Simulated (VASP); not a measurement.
# CaH4 (Pm-3m) in VASP: further runs

CaH4 is run at these levels: PBE; tasks: single point, relaxation of cell and atoms.

All numbers are computed with VASP 6.6.1; they aren't measurements. Logs are shortened: lines on timing, memory, paths and dates and some standing lists are left out, and cuts for length are marked.

## (1) The cell of the first run

Symmetry: Pm-3m, No. 221, cubic system. Conventional cell: a = 4.168 Å, b = 4.168 Å, c = 4.168 Å, α = 90.00°, β = 90.00°, γ = 90.00°. Ca (site symmetry m-3m) has 6 H at 2.08 Å within 2.8 Å. Within 2.8 Å of H (site symmetry 4/mmm) lie 2 Ca at 2.08 Å. H (site symmetry m-3m) has 12 H at 2.95 Å and 8 Ca at 3.61 Å within 3.9 Å.

## (2) Single point, PBE

Contents of INCAR:

```
ALGO = Normal
EDIFF = 1E-7
ENCUT = 520
GGA = PE
ISIF = 2
ISMEAR = 0
LASPH = T
LCHARG = T
LELF = T
LREAL = F
LVHAR = T
LWAVE = F
NBANDS = 15
NELM = 100
PREC = Accurate
SIGMA = 0.1
```

Contents of KPOINTS:

```
k-points
0
Gamma
  10 10 10
```

Contents of POSCAR:

```
CaH4
1.0
    4.1679788893      0.0000000000      0.0000000000
    0.0000000000      4.1679788893      0.0000000000
    0.0000000000      0.0000000000      4.1679788893
Ca H
1 4
Direct
    0.0000000000      0.0000000000      0.0000000000
    0.5000000000      0.0000000000      0.0000000000
    0.0000000000      0.5000000000      0.0000000000
    0.0000000000      0.0000000000      0.5000000000
    0.5000000000      0.5000000000      0.5000000000
```

Potentials or basis: VASP PAW PBE potentials, release 64 (Ca_sv, H).

Launch:

```sh
> cat potpaw_PBE.64/Ca_sv/POTCAR potpaw_PBE.64/H/POTCAR > POTCAR
> mpirun -np 1 vasp_std > vasp.out
```

OUTCAR:

```text
EDIFF = 1E-7
   ENCUT = 520
   GGA = PE
   ISIF = 2
   ISMEAR = 0
   LASPH = T
   LREAL = F
   NELM = 100
   PREC = Accurate

 ion  position               nearest neighbor table
   1  0.000  0.000  0.000-
   2  0.500  0.000  0.000-
   3  0.000  0.500  0.000-
   4  0.000  0.000  0.500-
   5  0.500  0.500  0.500-

  LATTYP: Found a simple cubic cell.
 ALAT       =     4.1679788893

  Lattice vectors:

 A1 = (   4.1679788893,   0.0000000000,   0.0000000000)
 A2 = (   0.0000000000,   4.1679788893,   0.0000000000)
 A3 = (   0.0000000000,   0.0000000000,   4.1679788893)

Analysis of symmetry for initial positions (statically):
=====================================================================
 Subroutine PRICEL returns:
 Original cell was already a primitive cell.

 Routine SETGRP: Setting up the symmetry group for a
 simple cubic supercell.

 Subroutine GETGRP returns: Found 48 space group operations
 (whereof 48 operations were pure point group operations)
 out of a pool of 48 trial point group operations.

The static configuration has the point symmetry O_h .

Analysis of symmetry for dynamics (positions and initial velocities):
=====================================================================
 Subroutine PRICEL returns:
 Original cell was already a primitive cell.

 Routine SETGRP: Setting up the symmetry group for a
 simple cubic supercell.

 Subroutine GETGRP returns: Found 48 space group operations
 (whereof 48 operations were pure point group operations)
 out of a pool of 48 trial point group operations.

The dynamic configuration has the point symmetry O_h .

 Subroutine INISYM returns: Found 48 space group operations
 (whereof 48 operations are pure point group operations),
 and found     1 'primitive' translations

----------------------------------------------------------------------------------------

                                     Primitive cell

  volume of cell :      72.4063

  direct lattice vectors                    reciprocal lattice vectors
     4.167978889  0.000000000  0.000000000     0.239924440  0.000000000  0.000000000
     0.000000000  4.167978889  0.000000000     0.000000000  0.239924440  0.000000000
     0.000000000  0.000000000  4.167978889     0.000000000  0.000000000  0.239924440

  length of vectors
     4.167978889  4.167978889  4.167978889     0.239924440  0.239924440  0.239924440

  position of ions in fractional coordinates (direct lattice)
     0.000000000  0.000000000  0.000000000
     0.500000000  0.000000000  0.000000000
     0.000000000  0.500000000  0.000000000
     0.000000000  0.000000000  0.500000000
     0.500000000  0.500000000  0.500000000

  ion indices of the primitive-cell ions
   primitive index   ion index
                 1           1
                 2           2
                 3           3
                 4           4
                 5           5

----------------------------------------------------------------------------------------

 KPOINTS: k-points

Automatic generation of k-mesh.
 Grid dimensions read from file:
 generate k-points for:   10   10   10

 Generating k-lattice:

  Cartesian coordinates                     Fractional coordinates (reciprocal lattice)
     0.023992444  0.000000000  0.000000000     0.100000000  0.000000000  0.000000000
     0.000000000  0.023992444  0.000000000     0.000000000  0.100000000  0.000000000
     0.000000000  0.000000000  0.023992444     0.000000000  0.000000000  0.100000000

  Length of vectors
     0.023992444  0.023992444  0.023992444

  Shift w.r.t. Gamma in fractional coordinates (k-lattice)
     0.000000000  0.000000000  0.000000000

 Subroutine IBZKPT returns following result:
 ===========================================

 Found     56 irreducible k-points:

 Following reciprocal coordinates:
            Coordinates               Weight
  0.000000  0.000000  0.000000      1.000000
  0.100000  0.000000  0.000000      6.000000
  0.200000  0.000000  0.000000      6.000000
  0.300000  0.000000  0.000000      6.000000
  0.400000  0.000000  0.000000      6.000000
  0.500000  0.000000  0.000000      3.000000
[... 16 lines left out ...]
  0.200000  0.100000  0.100000     24.000000
  0.300000  0.100000  0.100000     24.000000
 [... further k-points ...]
   k-points           NKPTS =     56   k-points in BZ     NKDIM =     56   number of bands    NBANDS=     15
   number of dos      NEDOS =    301   number of ions     NIONS =      5
   total plane-waves  NPLWV =  32768
   dimension x,y,z NGX =    32 NGY =   32 NGZ =   32
   dimension x,y,z NGXF=    64 NGYF=   64 NGZF=   64
   ions per type =               1   4
   NGX,Y,Z   is equivalent  to a cutoff of  12.76, 12.76, 12.76 a.u.
   NGXF,Y,Z  is equivalent  to a cutoff of  25.53, 25.53, 25.53 a.u.
 SYSTEM =  unknown system
   PREC   = accura    normal or accurate (medium, high low for compatibility)
   ISTART =      0    job   : 0-new  1-cont  2-samecut
   ICHARG =      2    charge: 1-file 2-atom 10-const
   ISPIN  =      1    spin polarized calculation?
   LNONCOLLINEAR =      F non collinear calculations
   LSORBIT =      F    spin-orbit coupling
   LASPH  =      T    aspherical Exc in radial PAW
   ENCUT  =  520.0 eV  38.22 Ry    6.18 a.u.   7.75  7.75  7.75*2*pi/ulx,y,z
   NELM   =    100;   NELMIN=  2; NELMDL= -5     # of ELM steps
   EDIFF  = 0.1E-06   stopping-criterion for ELM
   LREAL  =      F    real-space projection
   EDIFFG = 0.1E-05   stopping-criterion for IOM
   NSW    =      0    number of steps for IOM
   IBRION =     -1    ionic relax: 0-MD 1-quasi-New 2-CG
   NFREE  =      0    steps in history (QN), initial steepest desc. (CG)
   ISIF   =      2    stress and relaxation
   ISYM   =      2    0-nonsym 1-usesym 2-fastsym
   POTIM  = 0.5000    time-step for ionic-motion
   TEBEG  =    0.0;   TEEND  =   0.0 temperature during run
   PSTRESS=    0.0 pullay stress
   NELECT =      14.0000    total number of electrons
   NUPDOWN=      -1.0000    fix difference up-down
   EMIN   =  10.00;   EMAX   =-10.00  energy-range for DOS
   EFERMI =   0.00;   METHOD = LEGACY
   ISMEAR =     0;   SIGMA  =   0.10  broadening in eV -4-tet -1-fermi 0-gaus
   EFERMI_NEDOS =   21; number of points for ismear=-14 and -15
   IALGO  =     38    algorithm
   IMIX   =      4    mixing-type and parameters
     AMIX     =   0.40;   BMIX     =  1.00
     AMIX_MAG =   1.60;   BMIX_MAG =  1.00
  volume/ion in A,a.u.               =      14.48        97.72
  Fermi-wavevector in a.u.,A,eV,Ry     =   0.946656  1.788920 12.192953  0.896157
  Thomas-Fermi vector in A             =   2.074674
   LORBIT       =      0    0 simple, 1 ext, 2 COOP (PROOUT), +10 PAW based schemes
   GGA     = PE    functional components
   LHFCALC =     F    Hartree Fock is set to
   AEXX    =    0.0000 exact exchange contribution
   IVDW    =     0    specifies the selected vdW correction
   LEPSILON=     F    determine dielectric tensor
   LRPA    =     F    only Hartree local field effects (RPA)
 non-spin polarized calculation
 Gauss-broadening in eV      SIGMA  =   0.10
  energy-cutoff  :      520.00
  volume of cell :       72.41
 maximum number of plane-waves:      1970
 NGX is ok and might be reduce to    32
   NGX = 15   NGY = 15   NGZ = 15

 number of electron      14.0000005 magnetization

 Free energy of the ion-electron system (eV)
  ---------------------------------------------------
  ext. energy  EPLUGINS =         0.00000000
  ---------------------------------------------------
  free energy    TOTEN  =       -11.32868422 eV

  energy without entropy =      -11.32051190  energy(sigma->0) =      -11.32459806

 E-fermi :  -2.5419     XC(G=0):  -7.2494

 val. band max:       -2.5557075908   @ k =   0.5000   0.5000   0.3000
 cond. band min:      -2.5368471554   @ k =   0.4000   0.4000   0.4000
 fundamental gap:      0.0188604354
 Fermi energy:        -2.5418852988

 k-point     1 :       0.0000    0.0000    0.0000
  band No.  band energies     occupation
      1     -40.6474      2.00000
      2     -21.6827      2.00000
      3     -21.6827      2.00000
      4     -21.6827      2.00000
      5      -6.2323      2.00000
      6      -3.2691      2.00000
      7      -3.2691      2.00000
      8      -1.5743      0.00000
      9       4.6328      0.00000
     10       4.6328      0.00000
     11       4.6328      0.00000
     12       5.6486      0.00000
     13       5.6486      0.00000
     14       5.6486      0.00000
     15       8.7492      0.00000

 k-point     2 :       0.1000    0.0000    0.0000
  band No.  band energies     occupation
      1     -40.6471      2.00000
      2     -21.6911      2.00000
      3     -21.6824      2.00000
      4     -21.6824      2.00000
      5      -6.1516      2.00000
      6      -3.2569      2.00000
      7      -3.2515      2.00000
      8      -1.6326      0.00000
      9       4.4240      0.00000
     10       4.4240      0.00000
     11       4.6404      0.00000
     12       5.5644      0.00000
     13       5.9200      0.00000
     14       5.9200      0.00000
     15       8.7387      0.00000
[... 365 lines left out ...]
      3     -21.6896      2.00000
      4     -21.6893      2.00000
      5      -5.7578      2.00000
      6      -3.2028      2.00000
      7      -3.1779      2.00000
      8      -1.8579      0.00000
      9       3.9048      0.00000
     10       4.0435      0.00000
     11       4.3153      0.00000
     12       5.4123      0.00000
     13       6.2568      0.00000
     14       6.9243      0.00000
     15       8.3320      0.00000

 k-point    24 :       0.3000    0.1000    0.1000
  band No.  band energies     occupation
      1     -40.6445      2.00000
      2     -21.7389      2.00000
      3     -21.6884      2.00000
      4     -21.6881      2.00000
      5      -5.3963      2.00000
      6      -3.3996      2.00000
      7      -3.1319      2.00000
      8      -1.8015      0.00000
      9       3.5639      0.00000
     10       3.8280      0.00000
     11       4.3538      0.00000
     12       5.0371      0.00000
     13       6.7563      0.00000
     14       7.0812      0.00000
     15       8.1336      0.00000

 [... further k-points ...]

------------------------ aborting loop because EDIFF is reached ----------------------------------------

  FORCE on cell =-STRESS in cart. coord.  units (eV):
  Direction    XX          YY          ZZ          XY          YZ          ZX
  --------------------------------------------------------------------------------------
  -------------------------------------------------------------------------------------
  Total       -0.0006768     -0.0006768     -0.0006768      0.0000000      0.0000000      0.0000000
  in kB       -0.0149767     -0.0149767     -0.0149767      0.0000000      0.0000000      0.0000000
  external PRESSURE =      -0.0149767 kB  Pullay stress =       0.0000000 kB

 VOLUME and BASIS-vectors are now :
 -----------------------------------------------------------------------------
  energy-cutoff  :      520.00
  volume of cell :       72.41
      direct lattice vectors                 reciprocal lattice vectors
     4.167978889  0.000000000  0.000000000     0.239924440  0.000000000  0.000000000
     0.000000000  4.167978889  0.000000000     0.000000000  0.239924440  0.000000000
     0.000000000  0.000000000  4.167978889     0.000000000  0.000000000  0.239924440

 POSITION                                       TOTAL-FORCE (eV/Angst)
 -----------------------------------------------------------------------------------
      0.00000      0.00000      0.00000         0.000000      0.000000      0.000000
      2.08399      0.00000      0.00000         0.000000      0.000000      0.000000
      0.00000      2.08399      0.00000         0.000000      0.000000      0.000000
      0.00000      0.00000      2.08399         0.000000      0.000000      0.000000
      2.08399      2.08399      2.08399         0.000000      0.000000      0.000000
 -----------------------------------------------------------------------------------
    total drift:                                0.000000      0.000000     -0.000000

  FREE ENERGIE OF THE ION-ELECTRON SYSTEM (eV)
  ---------------------------------------------------
  free  energy   TOTEN  =       -11.3286842220 eV

  energy  without entropy=      -11.3205119037  energy(sigma->0) =      -11.32459806
```

It took 18 s on 1 thread of Intel Xeon 6975P-C (Granite Rapids), shared host; peak memory 0.2 GiB.

What came out:

| Item | Value |
| --- | --- |
| Free energy | -11.3287 eV |
| Pressure | 0.0 GPa |
| Band gap on the k mesh | zero (band 7 reaches -2.42 eV, above the bottom of band 8 at -2.77 eV) |

## (3) Relaxation of cell and atoms, PBE

This run uses another cell than the first one, of 14.45 Å³/atom, 0.998 times its volume.

Contents of INCAR:

```
SYSTEM = CaH4
ALGO = Normal
EDIFF = 1E-7
EDIFFG = -0.01
ENCUT = 600
GGA = PE
IBRION = 2
ISIF = 3
ISMEAR = 0
LASPH = .True.
LCHARG = .False.
LREAL = .False.
LWAVE = .False.
NELM = 100
NSW = 100
PREC = Accurate
SIGMA = 0.1
```

Contents of KPOINTS:

```
k-points
0
Gamma
  10 10 10
  0 0 0
```

Changes to POSCAR since step 2:

```diff
@@ -2,5 +2,5 @@
 1.0
-    4.1679788893      0.0000000000      0.0000000000
-    0.0000000000      4.1679788893      0.0000000000
-    0.0000000000      0.0000000000      4.1679788893
+    4.1645419294      0.0000000000      0.0000000000
+    0.0000000000      4.1645419294      0.0000000000
+    0.0000000000      0.0000000000      4.1645419294
 Ca H
```

Potentials or basis: VASP PAW PBE potentials, release 64 (Ca_sv, H).

Launch:

```sh
> cat potpaw_PBE.64/Ca_sv/POTCAR potpaw_PBE.64/H/POTCAR > POTCAR
> mpirun -np 1 vasp_std > vasp.out
```

Run time: 29 s. Hardware: 1 thread of Intel Xeon 6975P-C (Granite Rapids), shared host; peak memory 0.25 GiB.

The run converged. Its results:

```yaml
Free_energy: -11.3297 eV
Relaxed_volume: 14.47 Å³/atom
Relaxed_cell: a = 4.167 Å, b = 4.167 Å, c = 4.167 Å, α = 90.00°, β = 90.00°, γ = 90.00°
Space_group_after_relaxing_to_0.05_Å: Pm-3m (No. 221)
Energy_gained_by_relaxing: 0.0 meV/atom
Ionic_steps: 2
Pressure_after_relaxing: 0.1 GPa
Band_gap_on_the_k_mesh: zero (band 7 reaches -2.42 eV, above the bottom of band 8 at -2.77 eV)
```

Final structure:
```xyz
5
Lattice="4.1669 0.0000 0.0000 0.0000 4.1669 0.0000 0.0000 0.0000 4.1669" Properties=species:S:1:pos:R:3 pbc="T T T"
Ca    0.0000    0.0000    0.0000
H     2.0834    0.0000    0.0000
H     0.0000    2.0834    0.0000
H     0.0000    0.0000    2.0834
H     2.0834    2.0834    2.0834
```

Levels at points of the mesh, in eV from the Fermi level:
| k point | band 5 | band 6 | band 7 | band 8 | band 9 | band 10 |
| --- | --- | --- | --- | --- | --- | --- |
| (0.00, 0.00, 0.00) | -3.69 | -0.73 | -0.73 | 0.97 | 7.18 | 7.18 |
| (0.50, 0.00, 0.00) | -2.20 | -1.76 | -0.60 | 1.20 | 6.07 | 6.07 |
| (0.50, 0.50, 0.00) | -1.27 | -0.68 | -0.23 | -0.23 | 5.58 | 6.36 |
| (0.50, 0.50, 0.50) | -0.22 | 0.12 | 0.12 | 0.12 | 4.20 | 4.20 |

[end of part 1 of 2]
